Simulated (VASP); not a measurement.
Crystal: CuO.

```
CELL_PARAMETERS angstrom
1.95032 -2.10959 0.00000
1.95032 2.10959 0.00000
0.00000 0.00000 5.05068
ATOMIC_POSITIONS crystal
Cu 0.50000 0.00000 0.00000
Cu 0.00000 0.50000 0.50000
O 0.50000 0.50000 0.25000
O 0.50000 0.50000 0.75000
```

Base run:

- Program: VASP 6.6.1
- Functional: LDA
- Potentials or basis: VASP PAW LDA potentials, release 64 (Cu_sv_GW, O)
- Cutoff: 820 eV
- k mesh: 9 × 9 × 5
- Occupations: fermi-dirac, width 0.05 eV
- Spin: no spin polarisation

Its results: band gap on the k mesh zero (bands 25 and 26 overlap by 0.92 eV); pressure -2.6 GPa.

**Question.** The run is repeated on the same cell with these changes: functional from LDA to RPBE; potentials or basis from VASP PAW LDA potentials, release 64 (Cu_sv_GW, O) to VASP PAW PBE potentials, release 64 (Cu_sv_GW, O). What comes out?

**Answer.** Band gap on the k mesh zero (bands 25 and 26 overlap by 0.90 eV); pressure 17.5 GPa.

Caveats: semilocal functionals often make such compounds metallic where correlation or magnetic order opens a gap, which also shifts bond lengths; the stress differs along the axes, from 16 to 21 GPa (at least some runs); the PAW data sets were made with another functional, which shifts forces and pressure a little (at least some runs).
